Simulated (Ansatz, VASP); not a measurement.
# Ga2O3: VASP beside Ansatz

The input POSCAR:

```
Ga2O3
1.0
    2.9885512174      0.0000000000      0.0000000000
   -1.4942756087      2.5881612748      0.0000000000
    0.0000000000      0.0000000000      6.6512624884
Ga O
2 3
Direct
    0.3333333333      0.6666666667      0.2092391039
    0.6666666667      0.3333333333      0.7907608961
    0.0000000000      0.0000000000      0.0000000000
    0.3333333333      0.6666666667      0.6836628330
    0.6666666667      0.3333333333      0.3163371670
```

File INCAR.step1:

```
SYSTEM = Ga2O3
ALGO = Normal
EDIFF = 1E-4
ENCUT = 520
GGA = PE
ISMEAR = -1
LASPH = .TRUE.
LCHARG = .FALSE.
LREAL = .FALSE.
LWAVE = .TRUE.
NBANDS = 30
NELM = 60
PREC = Accurate
SIGMA = 0.03
```

Contents of INCAR.step2:

```
SYSTEM = Ga2O3
ALGO = Normal
BPARAM = 11.95
CPARAM = 0.0093
EDIFF = 1E-7
ENCUT = 520
ISIF = 2
ISMEAR = -1
ISTART = 1
IVDW_NL = 2
LASPH = .TRUE.
LCHARG = .TRUE.
LELF = .TRUE.
LMIXTAU = .TRUE.
LREAL = .FALSE.
LUSE_VDW = .TRUE.
LVHAR = .TRUE.
LWAVE = .FALSE.
METAGGA = R2SCAN
NBANDS = 30
NELM = 60
PREC = Accurate
SIGMA = 0.03
```

KPOINTS

```
k-points
0
G
  12 12 4
  0 0 0
```

Input for Ansatz:

```yaml
crystal:
  lattice:
    - [2.9885512174, 0.0, 0.0]
    - [-1.4942756087, 2.5881612748, 0.0]
    - [0.0, 0.0, 6.6512624884]
  atoms:
    - { symbol: Ga, position: [0.3333333333, 0.6666666667, 0.2092391039] }
    - { symbol: Ga, position: [0.6666666667, 0.3333333333, 0.7907608961] }
    - { symbol: O, position: [0.0, 0.0, 0.0] }
    - { symbol: O, position: [0.3333333333, 0.6666666667, 0.683662833] }
    - { symbol: O, position: [0.6666666667, 0.3333333333, 0.316337167] }
kpoints:
  mp_grid: { grid: [12, 12, 4] }
  band_path:
    path:
      - [0.0, 0.0, 0.0]
      - [0.5, 0.0, 0.0]
      - [0.3333333333, 0.3333333333, 0.0]
      - [0.0, 0.0, 0.5]
      - [0.5, 0.0, 0.5]
      - [0.3333333333, 0.3333333333, 0.5]
    npoints: 1
hamiltonian:
  xc: r2scan
  dispersion: rvv10
scf:
  occupations: { method: fermi_dirac, width: 0.03 }
  n_extra_bands: 5
output:
  forces: true
  stress: true
  eigenvalues: true
```

Alike in both runs: task single point; functional r2SCAN; dispersion rVV10; k mesh 12 × 12 × 4; occupations fermi-dirac, width 0.03 eV; no spin polarisation.

|  | VASP | Ansatz |
| --- | --- | --- |
| version | VASP 6.6.1 | Ansatz 0.2.0 |
| potentials or method | VASP PAW PBE potentials, release 64 (Ga_d, O) | plane waves, PAW |
| plane-wave cutoff (eV) | 520 | 500 |
| valence electrons in the cell | 44 | 44 |

|  | VASP | Ansatz | Ansatz less VASP |
| --- | --- | --- | --- |
| gap on the k mesh at the Fermi level (eV) | 2.94 | 2.98 | +0.033 |
| pressure (GPa) | 1.9 | 0.0 | -1.93 |
| traceless stress, the component that is largest in VASP (GPa) | -1.15 | -0.01 | +1.139 |
| rms of the force components (eV/Å) | 0.043 | 0.001 | -0.0416 |

VASP's potentials were made for PBE, not for r2SCAN. Atom by atom the forces differ by 0.044 eV/Å (rms over components).
